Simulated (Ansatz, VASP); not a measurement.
## GaAs: VASP beside Ansatz

Contents of INCAR:

```
ALGO = Normal
EDIFF = 1E-6
ENCUT = 520
GGA = PE
ISIF = 2
ISMEAR = -1
LASPH = True
LCHARG = True
LELF = True
LREAL = False
LVHAR = True
LWAVE = False
NBANDS = 16
NELM = 60
PREC = Accurate
SIGMA = 0.05
```

The input KPOINTS:

```
k-points
0
Gamma
  11 11 11
```

File POSCAR:

```
GaAs
1.0
    0.0000000000      2.8268500000      2.8551185000
    2.8268500000      0.0000000000      2.8551185000
    2.8268500000      2.8268500000      0.0000000000
Ga As
1 1
Direct
    0.0000000000      0.0000000000      0.0000000000
    0.7500000000      0.7500000000      0.7500000000
```

Input for Ansatz:

```yaml
crystal:
  lattice:
    - [0.0, 2.82685, 2.8551185]
    - [2.82685, 0.0, 2.8551185]
    - [2.82685, 2.82685, 0.0]
  atoms:
    - { symbol: Ga, position: [0.0, 0.0, 0.0] }
    - { symbol: As, position: [0.75, 0.75, 0.75] }
kpoints:
  mp_grid: { grid: [11, 11, 11] }
  band_path:
    path:
      - [0.0, 0.0, 0.0]
      - [0.5, 0.0, 0.5]
      - [0.75, 0.25, 0.5]
      - [0.5, 0.5, 0.5]
      - [0.0, 0.0, 0.0]
      - [0.5, 0.5, 0.0]
      - [0.6274629938, 0.6274629938, 0.2549259876]
      - [0.3725370062, 0.3725370062, 0.7450740124]
      - [0.0, 0.0, 0.0]
    npoints: 5
scf:
  occupations: { method: fermi_dirac, width: 0.05 }
hamiltonian:
  xc: pbe
  pseudopotentials: { kind: all_electron, lapw: { basis_error: 0.0005 } }
output:
  forces: true
  stress: true
  eigenvalues: true
```

Change from the starting cell: zz strain of +1 %.

Alike in both runs: task single point; functional PBE; k mesh 11 × 11 × 11; occupations fermi-dirac, width 0.05 eV; no spin polarisation.

```csv
,VASP,Ansatz
version,VASP 6.6.1,Ansatz 0.2.0
potentials or method,"VASP PAW PBE potentials, release 64 (Ga_d, As), cutoff 520 eV","all-electron LAPW, scalar-relativistic"
```

```tsv
	VASP	Ansatz	Ansatz less VASP
pressure (GPa)	2.7	2.6	-0.17
traceless stress, the component that is largest in VASP (GPa)	-0.39	-0.40	-0.002
```

Ansatz ran all-electron here, and VASP with PAW potentials.
